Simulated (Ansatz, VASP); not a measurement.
## One calculation of Re, two programs

```
CELL_PARAMETERS angstrom
-1.53526 1.53526 1.53526
1.53526 -1.53526 1.53526
1.53526 1.53526 -1.53526
ATOMIC_POSITIONS crystal
Re 0.00000 0.00000 0.00000
```

Alike in both runs: functional LDA; k mesh 19 × 19 × 19; occupations fermi-dirac, width 0.1 eV; no spin polarisation.

Ansatz relaxed the structure, and its values are those at the end. VASP's run is a single point on that final structure, the one shown.

|  | VASP | Ansatz |
| --- | --- | --- |
| version | VASP 6.6.1 | Ansatz 0.2.0 |
| potentials or method | VASP PAW LDA potentials, release 64 (Re_sv_GW) | PAW with Ansatz's default frozen-core files, scalar-relativistic |
| plane-wave cutoff (eV) | 560 | 420 |
| valence electrons in the cell | 15 | 15 |

VASP gave:

* pressure (GPa): 0.1

Q: Which values does Ansatz return?

A: Pressure (GPa): 0.0.

LDA's correlation is that of Perdew and Zunger in VASP and of Perdew and Wang (1992) in Ansatz.

Neither program's run includes spin-orbit coupling.
